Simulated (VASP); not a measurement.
A run of VASP 6.6.1 is set up as follows.

The input POSCAR:

```
SiC
1.0
   -0.0000000016      2.1781804862      2.1781804830
    2.1781804783      0.0000000031      2.1781804783
    2.1781804830      2.1781804862     -0.0000000016
Si C
1 1
Direct
    0.0000000001      0.0000000006      0.0000000001
    0.2499999999      0.2499999994      0.2499999999
```

INCAR.step1

```
PREC = Accurate
ENCUT = 520
ISMEAR = 0
SIGMA = 0.01
LREAL = F
LASPH = T
NELM = 100
NBANDS = 11
GGA = PE
ALGO = Normal
EDIFF = 1E-4
LWAVE = T
LCHARG = F
```

Contents of INCAR.step2:

```
PREC = Accurate
ENCUT = 520
EDIFF = 1E-7
ISMEAR = 0
SIGMA = 0.01
LREAL = F
LASPH = T
NELM = 100
ALGO = Normal
ISIF = 2
LWAVE = F
LCHARG = F
METAGGA = R2SCAN
LMIXTAU = T
NBANDS = 11
ISTART = 1
```

The input KPOINTS:

```
regular mesh
0
Gamma
  8 8 8
```

Potentials or basis: VASP PAW PBE potentials, release 64 (Si, C).

Command:

```sh
$ cat potpaw_PBE.64/Si/POTCAR potpaw_PBE.64/C/POTCAR > POTCAR
$ cp INCAR.step1 INCAR
$ mpirun -np 1 vasp_std > vasp.out
$ cp INCAR.step2 INCAR
$ mpirun -np 1 vasp_std > vasp.out
```

(1) Estimate the pressure.

(2) What does it give for the band gap on the k mesh?

Answers

(1) -0.2 GPa.

(2) 1.72 eV, indirect (least direct gap 5.06 eV).

Caveat: the PAW data sets were made with another functional, which shifts forces and pressure a little.

**The experiment to reproduce.**

From “Insight into the structural, elastic and electronic properties of a new orthorhombic 6O-SiC polytype”, 2020, pmc:7200658, for a bulk crystal of SiC: band gap 2.4 eV (indirect).

Measured gap of SiC: 2.4 eV (indirect; quoted in “Insight into the structural, elastic and electronic properties of a new orthorhombic 6O-SiC polytype”, 2020, pmc:7200658). This calculation gives 1.72 eV (-0.68 eV). The value is that of r2SCAN on a finite k mesh, which can miss the band edges, without temperature or zero-point motion.
